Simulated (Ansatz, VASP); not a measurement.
# InGa5As6: VASP beside Ansatz

```
In Ga As
1.0
     4.14872    0.00000    0.00000
     0.00000    4.14872    0.00000
     0.00000    0.00000   17.33458
In Ga As
1 5 6
Direct
  0.00000 0.00000 0.50000
  0.00000 0.00000 0.83763
  0.50000 0.50000 0.00000
  0.00000 0.00000 0.16237
  0.50000 0.50000 0.32482
  0.50000 0.50000 0.67518
  0.50000 0.00000 0.08115
  0.00000 0.50000 0.24351
  0.50000 0.00000 0.40517
  0.00000 0.50000 0.59483
  0.50000 0.00000 0.75649
  0.00000 0.50000 0.91885
```

Alike in both runs: functional PBE; k mesh 4 × 4 × 1; occupations gaussian, width 0.1 eV; no spin polarisation.

Ansatz relaxed the structure, and its values are those at the end. VASP's run is a single point on that final structure, the one shown.

|  | VASP | Ansatz |
| --- | --- | --- |
| version | VASP 6.6.1 | Ansatz 0.2.0 |
| potentials or method | VASP PAW PBE potentials, release 64 (In_d, Ga_d, As), cutoff 520 eV | scalar-relativistic, plane waves, PAW |
| valence electrons in the cell | 108 | 168 |

Ansatz gave:

| Item | Value |
| --- | --- |
| gap on the k mesh at the Fermi level (eV) | none |
| pressure (GPa) | -0.1 |
| rms of the force components (eV/Å) | 0.007 |

Q: Which values does VASP return?

A: gap on the k mesh at the Fermi level (eV): none; pressure (GPa): 0.1; rms of the force components (eV/Å): 0.008.

A gap of «none» marks a metal or a gap that the smearing closes. VASP's potentials hold 108 valence electrons a cell and Ansatz's 168, so a difference there can come from the potentials and not from the codes.

The k mesh is coarse, so the values compare programs but aren't converged.
